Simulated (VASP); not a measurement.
Crystal: AgI.

```xyz
2
Lattice="0.0000 3.2886 3.2886 3.2886 0.0000 3.2886 3.2886 3.2886 0.0000" Properties=species:S:1:pos:R:3 pbc="T T T"
Ag    0.0000    0.0000    0.0000
I     1.6443    1.6443    1.6443
```

Program: VASP 6.6.1. Alike in all runs: no spin polarisation; cell as given; k mesh 6 × 6 × 6; smearing gaussian 0.01 eV. Hardware: 1 thread of Intel(R) Xeon(R) Platinum 8488C (Sapphire Rapids), with other jobs on the host.

**Question.** Order these runs on this cell by their wall time, lowest first.
A. task single point; level LDA; potentials or basis VASP PAW LDA potentials, release 64 (Ag, I); cutoff (eV) 500
B. task single point; level r2SCAN; potentials or basis VASP PAW PBE potentials, release 64 (Ag, I); cutoff (eV) 550
C. task dielectric tensor; level PBE; potentials or basis VASP PAW PBE potentials, release 64 (Ag, I); cutoff (eV) 400

**Answer.** A (14 s), B (79 s), C (160 s).
